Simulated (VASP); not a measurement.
## InRu2: single point with PBE

Slab: InRu2, a slab with vacuum.

```xyz
3
Lattice="2.5377 0.0000 0.0000 -1.2689 2.1977 0.0000 0.0000 0.0000 12.4911" Properties=species:S:1:pos:R:3 pbc="T T T"
In    0.0000    0.0000    0.0000
Ru    0.0000    1.4652   11.2152
Ru    0.0000    1.4652    1.2759
```

```
Program                : VASP 6.6.1
Task                   : single point
Functional             : PBE
Potentials or basis    : VASP PAW PBE potentials, release 64 (In_d, Ru_sv)
Cutoff                 : 600 eV
k mesh                 : 6 × 6 × 2
Occupations            : gaussian, width 0.1 eV
Spin                   : no spin polarisation
Dipole correction      : no
Second run             : valence_matched
Further INCAR settings : ALGO = Normal; EDIFF = 1e-06; NBANDS = 30
```

```json
{
  "Largest force": "46.421 eV/Å"
}
```

Forces in eV/Å, atoms in the order of the input:
```
In    0.000   0.000   0.000
Ru    0.000   0.000 -46.421
Ru    0.000   0.000  46.421
```

Levels at points of the mesh, in eV from the Fermi level:
```csv
k point,band 21,band 22,band 23,band 24,band 25,band 26
"(0.00, 0.00, 0.00)",-1.65,-0.61,0.49,0.49,0.55,0.55
"(0.50, 0.00, 0.00)",0.47,0.94,1.58,2.06,3.29,5.02
"(0.00, 0.00, 0.50)",-1.65,-0.60,0.49,0.49,0.55,0.55
"(0.50, 0.00, 0.50)",0.47,0.94,1.58,2.06,3.29,5.02
```

It took 48 s on 1 thread of Intel(R) Xeon(R) Platinum 8259CL CPU @ 2.50GHz (Skylake/Cascade Lake) (shared host), peak memory 0.2 GiB.

Caveat: the k points lie up to 0.48 Å⁻¹ apart; spin-orbit coupling is left out, which moves the levels of the heavy elements.
